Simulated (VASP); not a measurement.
Here is a VASP 6.6.1 calculation.

The input INCAR:

```
ALGO = Normal
EDIFF = 1E-6
ENCUT = 520
GGA = PE
ISIF = 2
ISMEAR = 1
LASPH = True
LCHARG = False
LREAL = False
LWAVE = False
NBANDS = 26
NELM = 80
PREC = Accurate
SIGMA = 0.15
```

The input KPOINTS:

```
k-points
0
Gamma
  3 3 3
```

Contents of POSCAR:

```
MgH4Cl2O2
1.0
    4.6462460000      0.3555470000      0.8619290000
   -0.7252350000      4.8727820000     -0.7583630000
   -0.2402950000     -0.8454810000      5.4472100000
Mg Cl O H
1 2 2 4
Direct
    0.3432107283      0.7904275917      0.5098055261
    0.9140866762      0.8569849624      0.1258664293
    0.5922143320      0.4189318681      0.7877334858
    0.0838389145      0.2669785674      0.5267983932
    0.7471151260      0.3320468920      0.1523945072
    1.0053458528      0.1078750858      0.8221243037
   -0.0609780063      0.1906750983      0.9687297996
    0.3597901549      0.2424576548      0.3880721224
    0.8706283827      0.5232550048      0.3948721243
```

Potentials or basis: VASP PAW PBE potentials, release 64 (Mg, Cl, O, H).

Command:

```sh
$ cat potpaw_PBE.64/Mg/POTCAR potpaw_PBE.64/Cl/POTCAR potpaw_PBE.64/O/POTCAR potpaw_PBE.64/H/POTCAR > POTCAR
$ mpirun -np 1 vasp_std > vasp.out
```

Predict the largest force.

5.506 eV/Å.

Predict the pressure.

-6.5 GPa.

Predict the band gap on the k mesh.

zero (bands 16 and 17 overlap by 0.03 eV).

Forces in eV/Å, atoms in the order of the input:
```
Mg  -0.283 -0.039  0.127
Cl  -0.077 -0.955  1.339
Cl  -1.249  0.330 -1.127
O    5.044  1.203 -1.852
O    0.458  1.616  3.306
H    0.976 -0.300 -1.191
H   -0.708  0.711  0.654
H   -3.643 -0.100  1.262
H   -0.519 -2.466 -2.520
```

Caveat: the k points lie up to 0.45 Å⁻¹ apart.
